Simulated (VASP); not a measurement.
A run of VASP 6.6.1:

INCAR

```
SYSTEM = GaN
PREC = Accurate ; ENCUT = 520
EDIFF = 1E-6 ; ISMEAR = 0
SIGMA = 0.05 ; LREAL = .False.
LASPH = .True. ; NELM = 200
ALGO = Normal ; ISIF = 2
LWAVE = .False. ; LCHARG = .True.
ISPIN = 2 ; MAGMOM = 0.5 0.5 0.5 0.5
LORBIT = 11 ; GGA = PE
LELF = .True. ; LVHAR = .True.
NBANDS = 30 ; GGA_COMPAT = .False.
```

KPOINTS

```
regular mesh
0
Gamma
  1 1 18
  0 0 0
```

File POSCAR:

```
GaN
1.0
   10.9000000000      0.0000000000      0.0000000000
    0.0000000000      9.3000000000      0.0000000000
    0.0000000000      0.0000000000      3.6165077532
Ga N
2 2
Direct
    0.4090342200      0.5000000000      0.0000000000
    0.5909657800      0.5000000000      0.5000000000
    0.4031902119      0.5000000000      0.5000000000
    0.5968097881      0.5000000000      0.0000000000
```

Potentials or basis: VASP PAW PBE potentials, release 64 (Ga_d, N).

Launch:

```bash
$ cat potpaw_PBE.64/Ga_d/POTCAR potpaw_PBE.64/N/POTCAR > POTCAR
$ mpirun -np 1 vasp_std > vasp.out
```

Hardware: 1 thread of Intel(R) Xeon(R) 6975P-C (Granite Rapids), with other jobs on the host.

How long does it take, and how much memory?

Wall time 3.7 min on 1 thread of Intel(R) Xeon(R) 6975P-C (Granite Rapids), with other jobs on the host, peak memory 0.59 GiB. Counts: scf iterations 26, k points 10.
